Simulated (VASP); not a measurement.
Set up this calculation in VASP 6.6.1, as the native input.

```
Task                   : single point
Functional             : PBEsol
Potentials or basis    : VASP PAW PBE potentials, release 64 (Sn_d, Se)
Cutoff                 : 520 eV
k mesh                 : 6 × 6 × 4
Occupations            : gaussian, width 0.05 eV
Spin                   : no spin polarisation
Dipole correction      : no
Further INCAR settings : ALGO = Normal; EDIFF = 1e-07; NBANDS = 20
```

The structure of SnSe2 lies in POSCAR:

```
SnSe2
1.0
    3.8109987816      0.0000000000      0.0000000000
   -1.9054993908      3.3004217586      0.0000000000
    0.0000000000      0.0000000000      6.1370000000
Sn Se
1 2
Direct
    0.0000000000      0.0000000000      0.0000000000
    0.4211335507      0.7309408867      0.2500000000
    0.6666666667      0.3333333333      0.7500000000
```

This cell differs from its parent crystal: atom 2 (Se) moved by (+0.300, +0.000) A along [1 1 0] and z.

These files were run (other wordings do the same):

INCAR

```
SYSTEM = SnSe2
PREC = Accurate
ENCUT = 520
EDIFF = 1E-7
ISMEAR = 0
SIGMA = 0.05
LREAL = .FALSE.
LASPH = .TRUE.
NELM = 80
ALGO = Normal
ISIF = 2
LWAVE = .FALSE.
LCHARG = .TRUE.
GGA = PS
LELF = .TRUE.
LVHAR = .TRUE.
NBANDS = 20
```

KPOINTS

```
regular mesh
0
G
  6 6 4
  0 0 0
```

Potentials or basis: VASP PAW PBE potentials, release 64 (Sn_d, Se).

Command:

```console
$ cat potpaw_PBE.64/Sn_d/POTCAR potpaw_PBE.64/Se/POTCAR > POTCAR
$ mpirun -np 1 vasp_std > vasp.out
```

Results of the run:

The pressure is 3.8 GPa, the largest force is 1.896 eV/Å and the band gap on the k mesh is 0.44 eV, indirect (least direct gap 0.89 eV).

Caveat: the cell differs from its parent crystal (atom 2 (Se) moved by (+0.300, +0.000) A along [1 1 0] and z); the PAW data sets were made with another functional, which shifts forces and pressure a little; spin-orbit coupling is left out, which moves the levels of the heavy elements.

Wall time 120 s on 1 thread of Intel(R) Xeon(R) Platinum 8259CL CPU @ 2.50GHz (Skylake/Cascade Lake) (shared host), peak memory 0.26 GiB.
